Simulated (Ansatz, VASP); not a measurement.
Two plane-wave programs on BN

```
CELL_PARAMETERS angstrom
2.49824 0.00000 0.00000
-1.24912 2.16354 0.00000
0.00000 0.00000 6.63570
ATOMIC_POSITIONS crystal
B 0.33333 0.66667 0.25000
B 0.66667 0.33333 0.75000
N 0.33333 0.66667 0.75000
N 0.66667 0.33333 0.25000
```

Alike in both runs: task single point; functional PBE; k mesh 6 × 6 × 2; no spin polarisation.

|  | VASP | Ansatz |
| --- | --- | --- |
| version | VASP 6.6.1 | Ansatz 0.2.0 |
| potentials or method | VASP PAW PBE potentials, release 64 (B, N) | plane waves, PAW |
| plane-wave cutoff (eV) | 520 | 420 |
| occupations | gaussian, width 0.01 eV | fixed |
| valence electrons in the cell | 16 | 16 |

|  | VASP | Ansatz | Ansatz less VASP |
| --- | --- | --- | --- |
| gap on the k mesh at the Fermi level (eV) | 4.29 | 4.29 | +0.008 |

The k mesh is coarse, so the values compare programs but aren't converged.
